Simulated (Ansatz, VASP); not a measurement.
MgO in VASP and in Ansatz

```
Mg O
1.0
     3.65768    0.00000    0.00000
    -1.82884    3.16764    0.00000
     0.00000    0.00000    6.93506
Mg O
2 2
Cartesian
  0.0000 0.0000 3.4675
  0.0000 0.0000 0.0000
  0.0000 2.1118 0.0000
  1.8288 1.0559 0.0000
```

Alike in both runs: functional PBE; k mesh 12 × 12 × 8; occupations gaussian, width 0.1 eV; no spin polarisation.

Ansatz relaxed the structure, and its values are those at the end. VASP's run is a single point on that final structure, the one shown.

|  | VASP | Ansatz |
| --- | --- | --- |
| version | VASP 6.6.1 | Ansatz 0.2.0 |
| potentials or method | VASP PAW PBE potentials, release 64 (Mg, O), cutoff 520 eV | scalar-relativistic, plane waves, PAW |
| valence electrons in the cell | 16 | 32 |

```tsv
	VASP	Ansatz	Ansatz less VASP
gap on the k mesh at the Fermi level (eV)	none	none	-
pressure (GPa)	-0.2	0.0	+0.21
```

A gap of «none» marks a metal or a gap that the smearing closes. VASP's potentials hold 16 valence electrons a cell and Ansatz's 32, so a difference there can come from the potentials and not from the codes.
